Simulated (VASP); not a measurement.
Runs of VASP 6.6.1 on AlRu. The structure is that of space group Pm-3m (No. 221), or close to it. The cells are those of the table. 

```csv
cell,gap on the mesh (eV),pressure (GPa)
"a = 3.079 Å, 2 atoms",none,(a)
"a = 2.952 Å, 2 atoms",none,7.4
"a = 2.983 Å, 2 atoms",none,(b)
"a = 2.858 Å, 2 atoms",none,37.7
"a = 3.012 Å, 2 atoms",none,-6.0
```

Alike in all rows: task single point; level r2SCAN; potentials or basis VASP PAW PBE potentials, release 64 (Al, Ru_pv); no spin polarisation; k mesh 14 × 14 × 14; cutoff (eV) 520; smearing gaussian 0.1 eV.

Question: Estimate the missing entries.

Answer: (a) -17.1; (b) 0.1.

Caveats: the PAW data sets were made with another functional, which shifts forces and pressure a little; the cell stands under tension (at least some runs); the cell stands under pressure (at least some runs).

A k mesh can miss the band edges, and the runs leave out spin-orbit coupling on Ru.

A gap of «none» marks levels without a gap at the run's occupations.
